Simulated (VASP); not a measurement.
# AlN (P6_3/mmc) in VASP: further runs

AlN is run at these levels: PBEsol; tasks: single point.

Everything below comes from runs of VASP 6.6.1. Logs are shortened: lines on timing, memory, paths and dates and some standing lists are left out, and cuts for length are marked.

## (1) The cell of the first run

The structure is hexagonal, space group P6_3/mmc (No. 194). Conventional cell: a = 3.141 Å, b = 3.141 Å, c = 4.134 Å, α = 90.00°, β = 90.00°, γ = 120.00°. Al (site symmetry -6m2) has 5 N at 1.81 to 2.07 Å within 2.4 Å. N (site symmetry -6m2) has 5 Al at 1.81 to 2.07 Å within 2.4 Å.

## (2) Single point, PBEsol (volume 8.832 Å^3 an atom, c/a of the conventional cell 1.3158)

Contents of INCAR:

```
SYSTEM = AlN
ALGO = Normal ; EDIFF = 1E-7
ENCUT = 520 ; GGA = PS
ISIF = 2 ; ISMEAR = 0
LASPH = .TRUE. ; LCHARG = .FALSE.
LREAL = .FALSE. ; LWAVE = .FALSE.
NBANDS = 16 ; NELM = 60
PREC = Accurate ; SIGMA = 0.05
```

Contents of KPOINTS:

```
k-points
0
G
  9 9 6
  0 0 0
```

Contents of POSCAR:

```
AlN
1.0
    3.1414694885      0.0000000000      0.0000000000
   -1.5707347443      2.7205923822      0.0000000000
    0.0000000000      0.0000000000      4.1335455529
Al N
2 2
Direct
    0.3333333333      0.6666666667      0.7500000000
    0.6666666667      0.3333333333      0.2500000000
    0.3333333333      0.6666666667      0.2500000000
    0.6666666667      0.3333333333      0.7500000000
```

Potentials or basis: VASP PAW PBE potentials, release 64 (Al, N).

On the command line:

```bash
$ cat potpaw_PBE.64/Al/POTCAR potpaw_PBE.64/N/POTCAR > POTCAR
$ mpirun -np 1 vasp_std > vasp.out
```

OUTCAR:

```text
SYSTEM = AlN
   EDIFF = 1E-7
   ENCUT = 520
   GGA = PS
   ISIF = 2
   ISMEAR = 0
   LASPH = .TRUE.
   LREAL = .FALSE.
   NELM = 60
   PREC = Accurate

 ion  position               nearest neighbor table
   1  0.333  0.667  0.750-   4 1.81   4 1.81   4 1.81   3 2.07   3 2.07   2 2.75   2 2.75   2 2.75
                             2 2.75   2 2.75   2 2.75
   2  0.667  0.333  0.250-   3 1.81   3 1.81   3 1.81   4 2.07   4 2.07   1 2.75   1 2.75   1 2.75
                             1 2.75   1 2.75   1 2.75
   3  0.333  0.667  0.250-   2 1.81   2 1.81   2 1.81   1 2.07   1 2.07
   4  0.667  0.333  0.750-   1 1.81   1 1.81   1 1.81   2 2.07   2 2.07

  LATTYP: Found a hexagonal cell.
 ALAT       =     3.1414694885
 C/A-ratio  =     1.3158000000

  Lattice vectors:

 A1 = (   3.1414694885,   0.0000000000,   0.0000000000)
 A2 = (  -1.5707347443,   2.7205923822,   0.0000000000)
 A3 = (   0.0000000000,   0.0000000000,   4.1335455529)

Analysis of symmetry for initial positions (statically):
=====================================================================
 Subroutine PRICEL returns:
 Original cell was already a primitive cell.

 Routine SETGRP: Setting up the symmetry group for a
 hexagonal supercell.

 Subroutine GETGRP returns: Found 24 space group operations
 (whereof 12 operations were pure point group operations)
 out of a pool of 24 trial point group operations.

The static configuration has the point symmetry D_3d.
 The point group associated with its full space group is D_6h.

Analysis of symmetry for dynamics (positions and initial velocities):
=====================================================================
 Subroutine PRICEL returns:
 Original cell was already a primitive cell.

 Routine SETGRP: Setting up the symmetry group for a
 hexagonal supercell.

 Subroutine GETGRP returns: Found 24 space group operations
 (whereof 12 operations were pure point group operations)
 out of a pool of 24 trial point group operations.

The dynamic configuration has the point symmetry D_3d.
 The point group associated with its full space group is D_6h.

 Subroutine INISYM returns: Found 24 space group operations
 (whereof 12 operations are pure point group operations),
 and found     1 'primitive' translations

----------------------------------------------------------------------------------------

                                     Primitive cell

  volume of cell :      35.3280

  direct lattice vectors                    reciprocal lattice vectors
     3.141469488  0.000000000  0.000000000     0.318322366  0.183783504  0.000000000
    -1.570734744  2.720592382  0.000000000     0.000000000  0.367567007  0.000000000
     0.000000000  0.000000000  4.133545553     0.000000000  0.000000000  0.241923063

  length of vectors
     3.141469488  3.141469488  4.133545553     0.367567007  0.367567007  0.241923063

  position of ions in fractional coordinates (direct lattice)
     0.333333333  0.666666667  0.750000000
     0.666666667  0.333333333  0.250000000
     0.333333333  0.666666667  0.250000000
     0.666666667  0.333333333  0.750000000

  ion indices of the primitive-cell ions
   primitive index   ion index
                 1           1
                 2           2
                 3           3
                 4           4

----------------------------------------------------------------------------------------

 KPOINTS: k-points

Automatic generation of k-mesh.
 Grid dimensions read from file:
 generate k-points for:    9    9    6

 Generating k-lattice:

  Cartesian coordinates                     Fractional coordinates (reciprocal lattice)
     0.035369152  0.020420389  0.000000000     0.111111111  0.000000000  0.000000000
     0.000000000  0.040840779  0.000000000     0.000000000  0.111111111  0.000000000
     0.000000000  0.000000000  0.040320510     0.000000000  0.000000000  0.166666667

  Length of vectors
     0.040840779  0.040840779  0.040320510

  Shift w.r.t. Gamma in fractional coordinates (k-lattice)
     0.000000000  0.000000000  0.000000000

 Subroutine IBZKPT returns following result:
 ===========================================

 Found     48 irreducible k-points:

 Following reciprocal coordinates:
            Coordinates               Weight
  0.000000  0.000000  0.000000      1.000000
  0.111111 -0.000000  0.000000      6.000000
  0.222222  0.000000  0.000000      6.000000
  0.333333 -0.000000  0.000000      6.000000
  0.444444  0.000000  0.000000      6.000000
  0.111111  0.111111  0.000000      6.000000
[... 16 lines left out ...]
  0.333333  0.222222  0.166667     24.000000
  0.333333  0.333333  0.166667      4.000000
 [... further k-points ...]
   k-points           NKPTS =     48   k-points in BZ     NKDIM =     48   number of bands    NBANDS=     16
   number of dos      NEDOS =    301   number of ions     NIONS =      4
   total plane-waves  NPLWV =  18432
   dimension x,y,z NGX =    24 NGY =   24 NGZ =   32
   dimension x,y,z NGXF=    48 NGYF=   48 NGZF=   64
   ions per type =               2   2
   NGX,Y,Z   is equivalent  to a cutoff of  12.70, 12.70, 12.87 a.u.
   NGXF,Y,Z  is equivalent  to a cutoff of  25.40, 25.40, 25.74 a.u.
 SYSTEM =  AlN
   PREC   = accura    normal or accurate (medium, high low for compatibility)
   ISTART =      0    job   : 0-new  1-cont  2-samecut
   ICHARG =      2    charge: 1-file 2-atom 10-const
   ISPIN  =      1    spin polarized calculation?
   LNONCOLLINEAR =      F non collinear calculations
   LSORBIT =      F    spin-orbit coupling
   LASPH  =      T    aspherical Exc in radial PAW
   ENCUT  =  520.0 eV  38.22 Ry    6.18 a.u.   5.84  5.84  7.69*2*pi/ulx,y,z
   NELM   =     60;   NELMIN=  2; NELMDL= -5     # of ELM steps
   EDIFF  = 0.1E-06   stopping-criterion for ELM
   LREAL  =      F    real-space projection
   EDIFFG = 0.1E-05   stopping-criterion for IOM
   NSW    =      0    number of steps for IOM
   IBRION =     -1    ionic relax: 0-MD 1-quasi-New 2-CG
   NFREE  =      0    steps in history (QN), initial steepest desc. (CG)
   ISIF   =      2    stress and relaxation
   ISYM   =      2    0-nonsym 1-usesym 2-fastsym
   POTIM  = 0.5000    time-step for ionic-motion
   TEBEG  =    0.0;   TEEND  =   0.0 temperature during run
   PSTRESS=    0.0 pullay stress
   NELECT =      16.0000    total number of electrons
   NUPDOWN=      -1.0000    fix difference up-down
   EMIN   =  10.00;   EMAX   =-10.00  energy-range for DOS
   EFERMI =   0.00;   METHOD = LEGACY
   ISMEAR =     0;   SIGMA  =   0.05  broadening in eV -4-tet -1-fermi 0-gaus
   EFERMI_NEDOS =   21; number of points for ismear=-14 and -15
   IALGO  =     38    algorithm
   IMIX   =      4    mixing-type and parameters
     AMIX     =   0.40;   BMIX     =  1.00
     AMIX_MAG =   1.60;   BMIX_MAG =  1.00
  volume/ion in A,a.u.               =       8.83        59.60
  Fermi-wavevector in a.u.,A,eV,Ry     =   1.257212  2.375786 21.505120  1.580582
  Thomas-Fermi vector in A             =   2.390882
   LORBIT       =      0    0 simple, 1 ext, 2 COOP (PROOUT), +10 PAW based schemes
   GGA     = PS    functional components
   LHFCALC =     F    Hartree Fock is set to
   AEXX    =    0.0000 exact exchange contribution
   IVDW    =     0    specifies the selected vdW correction
   LEPSILON=     F    determine dielectric tensor
   LRPA    =     F    only Hartree local field effects (RPA)
 non-spin polarized calculation
 Gauss-broadening in eV      SIGMA  =   0.05
  energy-cutoff  :      520.00
  volume of cell :       35.33
 maximum number of plane-waves:       960
 NGX is ok and might be reduce to    24
   NGX = 11   NGY = 11   NGZ = 15

 number of electron      15.9999998 magnetization

 Free energy of the ion-electron system (eV)
  ---------------------------------------------------
  ext. energy  EPLUGINS =         0.00000000
  ---------------------------------------------------
  free energy    TOTEN  =       -30.56549698 eV

  energy without entropy =      -30.56549698  energy(sigma->0) =      -30.56549698

 E-fermi :   9.6856     XC(G=0): -11.8944

 val. band max:        9.4072265760   @ k =   0.0000   0.0000   0.0000
 cond. band min:      13.4226943308   @ k =   0.0000   0.0000   0.0000
 fundamental gap:      4.0154677548
 Fermi energy:         9.6856179967

 k-point     1 :       0.0000    0.0000    0.0000
  band No.  band energies     occupation
      1      -8.4497      2.00000
      2      -4.4068      2.00000
      3       1.4954      2.00000
      4       5.7759      2.00000
      5       5.7759      2.00000
      6       7.3461      2.00000
[... 8 lines left out ...]
     15      21.6681      0.00000
     16      21.7366      0.00000

 k-point     2 :       0.1111   -0.0000    0.0000
  band No.  band energies     occupation
      1      -8.2837      2.00000
      2      -4.3792      2.00000
      3       1.6691      2.00000
      4       5.2048      2.00000
      5       5.5553      2.00000
      6       6.8519      2.00000
[... 8 lines left out ...]
     15      21.0506      0.00000
     16      21.8609      0.00000

 k-point     3 :       0.2222    0.0000    0.0000
  band No.  band energies     occupation
      1      -7.8066      2.00000
      2      -4.3548      2.00000
      3       2.1771      2.00000
      4       3.9573      2.00000
      5       5.1130      2.00000
      6       5.8944      2.00000
[... 8 lines left out ...]
     15      20.1563      0.00000
     16      22.2698      0.00000

 k-point     4 :       0.3333   -0.0000    0.0000
  band No.  band energies     occupation
      1      -7.0937      2.00000
      2      -4.4899      2.00000
      3       2.8002      2.00000
      4       2.9646      2.00000
      5       4.7157      2.00000
      6       5.0110      2.00000
[... 8 lines left out ...]
     15      21.7643      0.00000
     16      22.7733      0.00000

 k-point     5 :       0.4444    0.0000    0.0000
  band No.  band energies     occupation
      1      -6.3668      2.00000
      2      -4.8520      2.00000
      3       2.1775      2.00000
      4       3.8163      2.00000
      5       4.4760      2.00000
      6       4.4922      2.00000
[... 8 lines left out ...]
     15      23.1510      0.00000
     16      23.4450      0.00000

 k-point     6 :       0.1111    0.1111    0.0000
  band No.  band energies     occupation
      1      -7.9619      2.00000
      2      -4.3523      2.00000
      3       2.0104      2.00000
      4       4.5689      2.00000
      5       4.7937      2.00000
      6       6.4503      2.00000
[... 8 lines left out ...]
     15      20.6571      0.00000
     16      22.0508      0.00000
[... 267 lines left out ...]
 k-point    21 :       0.4444    0.1111    0.1667
  band No.  band energies     occupation
      1      -6.0108      2.00000
      2      -5.0016      2.00000
      3       1.7236      2.00000
      4       3.4547      2.00000
      5       3.9049      2.00000
      6       5.2751      2.00000
[... 8 lines left out ...]
     15      22.3643      0.00000
     16      23.7971      0.00000

 k-point    22 :       0.2222    0.2222    0.1667
  band No.  band energies     occupation
      1      -6.5641      2.00000
      2      -4.7249      2.00000
      3       2.4507      2.00000
      4       2.7501      2.00000
      5       4.7214      2.00000
      6       5.0140      2.00000
[... 8 lines left out ...]
     15      21.9075      0.00000
     16      23.5300      0.00000

 k-point    23 :       0.3333    0.2222    0.1667
  band No.  band energies     occupation
      1      -5.9040      2.00000
      2      -4.9999      2.00000
      3       2.0227      2.00000
      4       2.9759      2.00000
      5       3.8348      2.00000
      6       5.6076      2.00000
[... 8 lines left out ...]
     15      21.8129      0.00000
     16      23.7677      0.00000

 k-point    24 :       0.3333    0.3333    0.1667
  band No.  band energies     occupation
      1      -5.3786      2.00000
      2      -5.3786      2.00000
      3       1.9750      2.00000
      4       3.2776      2.00000
      5       3.2776      2.00000
      6       5.6122      2.00000
[... 8 lines left out ...]
     15      21.5370      0.00000
     16      23.5419      0.00000

 [... further k-points ...]
[... 5 lines left out ...]
  --------------------------------------------------------------------------------------
  -------------------------------------------------------------------------------------
  Total        8.0029556      8.0029556      3.3094458     -0.0000000     -0.0000000      0.0000000
  in kB      362.9459371    362.9459371    150.0882884     -0.0000000     -0.0000000      0.0000000
  external PRESSURE =     291.9933875 kB  Pullay stress =       0.0000000 kB

 VOLUME and BASIS-vectors are now :
 -----------------------------------------------------------------------------
  energy-cutoff  :      520.00
  volume of cell :       35.33
      direct lattice vectors                 reciprocal lattice vectors
     3.141469488  0.000000000  0.000000000     0.318322366  0.183783504  0.000000000
    -1.570734744  2.720592382  0.000000000     0.000000000  0.367567007  0.000000000
     0.000000000  0.000000000  4.133545553     0.000000000  0.000000000  0.241923063

 POSITION                                       TOTAL-FORCE (eV/Angst)
 -----------------------------------------------------------------------------------
     -0.00000      1.81373      3.10016         0.000000     -0.000000      0.000000
      1.57073      0.90686      1.03339        -0.000000      0.000000      0.000000
     -0.00000      1.81373      1.03339        -0.000000     -0.000000      0.000000
      1.57073      0.90686      3.10016         0.000000      0.000000      0.000000
 -----------------------------------------------------------------------------------
    total drift:                               -0.000000      0.000000     -0.000000

  FREE ENERGIE OF THE ION-ELECTRON SYSTEM (eV)
  ---------------------------------------------------
  free  energy   TOTEN  =       -30.5654969781 eV

  energy  without entropy=      -30.5654969781  energy(sigma->0) =      -30.56549698
```

It used 17 s of CPU time on 1 thread of AMD EPYC 7R13 Processor (Zen 3), with other jobs on the host.

What came out:

```
Free energy            : -30.5655 eV
Pressure               : 29.2 GPa
Band gap on the k mesh : 4.02 eV, direct
```

Caveat: the PAW data sets were made with another functional, which shifts forces and pressure a little. A k mesh can miss the band edges.

## (3) Single point, PBEsol (volume 8.832 Å^3 an atom, c/a of the conventional cell 1.1574)

Contents of INCAR:

```
PREC = Accurate ; ENCUT = 520
EDIFF = 1E-6 ; ISMEAR = 0
SIGMA = 0.05 ; LREAL = False
LASPH = True ; NELM = 100
ALGO = Normal ; ISIF = 2
LWAVE = False ; LCHARG = False
GGA = PS ; NBANDS = 16
```

Contents of KPOINTS:

```
regular mesh
0
Gamma
  9 9 6
```

Contents of POSCAR:

```
AlN
1.0
    3.2786997482      0.0000000000      0.0000000000
   -1.6393498741      2.8394372733      0.0000000000
    0.0000000000      0.0000000000      3.7947670886
Al N
2 2
Direct
    0.3333333333      0.6666666667      0.7500000000
    0.6666666667      0.3333333333      0.2500000000
    0.3333333333      0.6666666667      0.2500000000
    0.6666666667      0.3333333333      0.7500000000
```

Potentials or basis: VASP PAW PBE potentials, release 64 (Al, N).

On the command line:

```bash
$ cat potpaw_PBE.64/Al/POTCAR potpaw_PBE.64/N/POTCAR > POTCAR
$ mpirun -np 1 vasp_std > vasp.out
```

OUTCAR:

```text
PREC = Accurate
   ENCUT = 520
   EDIFF = 1E-6
   ISMEAR = 0
   LREAL = False
   LASPH = True
   NELM = 100
   ISIF = 2
   GGA = PS

 ion  position               nearest neighbor table
   1  0.333  0.667  0.750-   4 1.89   4 1.89   4 1.89   3 1.90   3 1.90   2 2.68   2 2.68   2 2.68
                             2 2.68   2 2.68   2 2.68
   2  0.667  0.333  0.250-   3 1.89   3 1.89   3 1.89   4 1.90   4 1.90   1 2.68   1 2.68   1 2.68
                             1 2.68   1 2.68   1 2.68
   3  0.333  0.667  0.250-   2 1.89   2 1.89   2 1.89   1 1.90   1 1.90
   4  0.667  0.333  0.750-   1 1.89   1 1.89   1 1.89   2 1.90   2 1.90

  LATTYP: Found a hexagonal cell.
 ALAT       =     3.2786997482
 C/A-ratio  =     1.1574000000

  Lattice vectors:

 A1 = (   3.2786997482,   0.0000000000,   0.0000000000)
 A2 = (  -1.6393498741,   2.8394372733,   0.0000000000)
 A3 = (   0.0000000000,   0.0000000000,   3.7947670886)

Analysis of symmetry for initial positions (statically):
=====================================================================
 Subroutine PRICEL returns:
 Original cell was already a primitive cell.

[... 171 lines left out ...]
  free energy    TOTEN  =       -30.52187838 eV

  energy without entropy =      -30.52187838  energy(sigma->0) =      -30.52187838

 E-fermi :   9.1203     XC(G=0): -11.8678

 val. band max:        8.8327514666   @ k =   0.0000   0.0000   0.0000
 cond. band min:      12.9995083967   @ k =   0.0000   0.0000   0.0000
 fundamental gap:      4.1667569301
 Fermi energy:         9.1202782711

 k-point     1 :       0.0000    0.0000    0.0000
  band No.  band energies     occupation
      1      -8.5679      2.00000
      2      -3.8153      2.00000
      3       1.8101      2.00000
      4       5.2446      2.00000
      5       5.2446      2.00000
      6       7.5065      2.00000
[... 433 lines left out ...]
      3       1.8209      2.00000
      4       3.2420      2.00000
      5       3.2420      2.00000
      6       6.4543      2.00000
[... 8 lines left out ...]
     15      21.2521      0.00000
     16      23.8548      0.00000

 [... further k-points ...]
[... 5 lines left out ...]
  --------------------------------------------------------------------------------------
  -------------------------------------------------------------------------------------
  Total        3.9969192      3.9969192     10.2318122     -0.0000000      0.0000000      0.0000000
  in kB      181.2662268    181.2662268    464.0278959     -0.0000000      0.0000000      0.0000000
  external PRESSURE =     275.5201165 kB  Pullay stress =       0.0000000 kB

 VOLUME and BASIS-vectors are now :
 -----------------------------------------------------------------------------
  energy-cutoff  :      520.00
  volume of cell :       35.33
      direct lattice vectors                 reciprocal lattice vectors
     3.278699748  0.000000000  0.000000000     0.304998956  0.176091229  0.000000000
    -1.639349874  2.839437273  0.000000000     0.000000000  0.352182459  0.000000000
     0.000000000  0.000000000  3.794767089     0.000000000  0.000000000  0.263520784

 POSITION                                       TOTAL-FORCE (eV/Angst)
 -----------------------------------------------------------------------------------
     -0.00000      1.89296      2.84608         0.000000     -0.000000      0.000000
      1.63935      0.94648      0.94869        -0.000000     -0.000000      0.000000
     -0.00000      1.89296      0.94869         0.000000     -0.000000      0.000000
      1.63935      0.94648      2.84608        -0.000000      0.000000      0.000000
 -----------------------------------------------------------------------------------
    total drift:                               -0.000000      0.000000     -0.000000

  FREE ENERGIE OF THE ION-ELECTRON SYSTEM (eV)
  ---------------------------------------------------
  free  energy   TOTEN  =       -30.5218783817 eV

  energy  without entropy=      -30.5218783817  energy(sigma->0) =      -30.52187838
```

Wall time 25 s (1 thread of AMD EPYC 7R13 (Zen 3), shared host); peak memory 0.12 GiB.

What came out:

```
Free energy            : -30.5219 eV
Pressure               : 27.6 GPa
Band gap on the k mesh : 4.17 eV, direct
```

Levels at points of the mesh, in eV from the valence-band top:
```csv
k point,band 6,band 7,band 8,band 9,band 10,band 11
"(0.00, 0.00, 0.00)",-1.33,-1.33,0.00,4.17,5.47,8.74
"(0.00, 0.00, 0.50)",-2.51,-2.51,-2.51,6.51,6.51,8.64
```

Caveat: the PAW data sets were made with another functional, which shifts forces and pressure a little. A k mesh can miss the band edges.

(Continued in part 2 of 2.)
